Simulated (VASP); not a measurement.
Here is a VASP 6.6.1 calculation.

The input INCAR:

```
ALGO     = Normal         # electronic algorithm
EDIFF    = 1E-7           # SCF threshold, eV
ENCUT    = 520            # plane-wave cutoff, eV
GGA      = PE             # functional
ISIF     = 2              # what is computed and relaxed
ISMEAR   = -1             # smearing method
LASPH    = True           # aspherical terms in the spheres
LCHARG   = False          # write CHGCAR
LREAL    = False          # projectors in reciprocal space
LWAVE    = False          # write WAVECAR
NBANDS   = 19             # bands
NELM     = 100            # most SCF steps
PREC     = Accurate       # precision mode
SIGMA    = 0.02           # smearing width, eV
```

KPOINTS

```
k-points
0
Gamma
  8 8 8
```

File POSCAR:

```
SrCl2
1.0
    2.0023140014      1.1560365277      6.3313700558
   -2.0023140014      1.1560365277      6.3313700558
    0.0000000000     -2.3120730554      6.3313700558
Sr Cl
1 2
Direct
    0.0000787938      0.0000787938      0.0000787938
    0.4226284405      0.4226284405      0.4226284405
    0.2439594324      0.2439594324      0.2439594324
```

Potentials or basis: VASP PAW PBE potentials, release 64 (Sr_sv, Cl).

Launch:

```bash
$ cat potpaw_PBE.64/Sr_sv/POTCAR potpaw_PBE.64/Cl/POTCAR > POTCAR
$ mpirun -np 1 vasp_std > vasp.out
```

Question: Predict the band gap on the k mesh.

Answer: 4.58 eV, indirect (least direct gap 4.69 eV).

Question: Estimate the largest force.

Answer: 0.008 eV/Å.

Question: Predict the pressure.

Answer: 3.2 GPa.

Stress tensor (GPa, compression positive):
```
4.04 0.00 0.00
0.00 4.04 0.00
0.00 0.00 1.39
```

Caveat: the cell differs from its parent crystal (epitaxial xy strain -4.0%). A k mesh can miss the band edges.
